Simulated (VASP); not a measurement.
# P: relaxation of cell and atoms with PBE

P:

```
CELL_PARAMETERS angstrom
3.69138 0.00000 0.00000
-1.84569 3.19683 0.00000
0.00000 0.00000 10.05376
ATOMIC_POSITIONS crystal
P 0.00000 0.00000 0.25000
P 0.00000 0.00000 0.75000
P 0.33333 0.66667 0.75000
P 0.66667 0.33333 0.25000
```

This isn't the form of P at room conditions, which is orthorhombic.

| Property | Result |
| --- | --- |
| Program | VASP 6.6.1 |
| Task | relaxation of cell and atoms |
| Functional | PBE |
| Potentials or basis | VASP PAW PBE potentials, release 64 (P) |
| Cutoff | 600 eV |
| k mesh | 6 × 6 × 2 |
| Occupations | gaussian, width 0.1 eV |
| Spin | no spin polarisation |
| Dipole correction | no |
| Further INCAR settings | ALGO = Normal; EDIFF = 1e-07; IBRION = 2; EDIFFG = -0.04; NSW = 90; ISIF = 3 |

```yaml
Relaxed_volume: 32.27 Å³/atom
Relaxed_cell: a = 3.851 Å, b = 3.851 Å, c = 10.048 Å, α = 90.00°, β = 90.00°, γ = 120.00°
Space_group_after_relaxing_to_0.1_Å: P6_3/mmc (No. 194)
Energy_gained_by_relaxing: 57.3 meV/atom
Ionic_steps: 6
Pressure_after_relaxing: -0.1 GPa
Band_gap_on_the_k_mesh: zero (bands 10 and 11 overlap by 0.42 eV)
```

Step by step:
| step | energy change (eV) | largest force (eV/Å) | pressure (GPa) | volume (Å³) |
| --- | --- | --- | --- | --- |
| 1 | 0.0000 | 0.0000 | 4.83 | 118.64 |
| 2 | -0.2114 | 0.0000 | -0.81 | 134.47 |
| 3 | -0.2274 | 0.0000 | -0.28 | 130.30 |
| 4 | -0.2285 | 0.0000 | -0.20 | 129.70 |
| 5 | -0.2288 | 0.0000 | 0.13 | 128.46 |
| 6 | -0.2291 | 0.0000 | -0.07 | 129.07 |

Final structure:
```
CELL_PARAMETERS angstrom
3.85136 0.00000 0.00000
-1.92568 3.33537 0.00000
0.00000 0.00000 10.04808
ATOMIC_POSITIONS crystal
P 0.00000 0.00000 0.25000
P 0.00000 0.00000 0.75000
P 0.33333 0.66667 0.75000
P 0.66667 0.33333 0.25000
```

Levels at points of the mesh, in eV from the Fermi level:
| k point | band 7 | band 8 | band 9 | band 10 | band 11 | band 12 | band 13 | band 14 |
| --- | --- | --- | --- | --- | --- | --- | --- | --- |
| (0.00, 0.00, 0.00) | -4.26 | -3.87 | -3.25 | -3.23 | 1.08 | 1.08 | 1.09 | 1.09 |
| (0.50, 0.00, 0.00) | -2.29 | -2.12 | -1.38 | -1.36 | -0.42 | -0.32 | 5.49 | 5.82 |
| (0.00, 0.00, 0.50) | -4.10 | -4.10 | -3.24 | -3.24 | 1.09 | 1.09 | 1.09 | 1.09 |
| (0.50, 0.00, 0.50) | -2.20 | -2.20 | -1.37 | -1.37 | -0.39 | -0.39 | 5.88 | 5.88 |

Wall time 100 s on 1 thread of Intel Xeon 8259CL (shared host), peak memory 0.22 GiB.

Caveat: this functional lacks dispersion, which binds layers or chains, so the pressure and a relaxed spacing across them are unreliable.
